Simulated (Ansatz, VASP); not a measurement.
One calculation of V, two programs

```
CELL_PARAMETERS angstrom
2.53430 0.00000 0.00000
-1.26715 2.19476 0.00000
0.00000 0.00000 4.63082
ATOMIC_POSITIONS crystal
V 0.33333 0.66667 0.25000
V 0.66667 0.33333 0.75000
```

Alike in both runs: functional LDA; k mesh 9 × 9 × 4; occupations gaussian, width 0.1 eV; no spin polarisation.

Ansatz relaxed the structure, and its values are those at the end. VASP's run is a single point on that final structure, the one shown.

|  | VASP | Ansatz |
| --- | --- | --- |
| version | VASP 6.6.1 | Ansatz 0.2.0 |
| potentials or method | VASP PAW LDA potentials, release 64 (V_sv), cutoff 500 eV | scalar-relativistic, plane waves, PAW |
| valence electrons in the cell | 26 | 26 |

Ansatz gave:

| Quantity | Value |
| --- | --- |
| gap on the k mesh at the Fermi level (eV) | none |
| pressure (GPa) | 0.3 |

Estimate VASP's values.

gap on the k mesh at the Fermi level (eV): none; pressure (GPa): 0.7.

LDA's correlation is that of Perdew and Zunger in VASP and of Perdew and Wang (1992) in Ansatz. A gap of «none» marks a metal or a gap that the smearing closes.
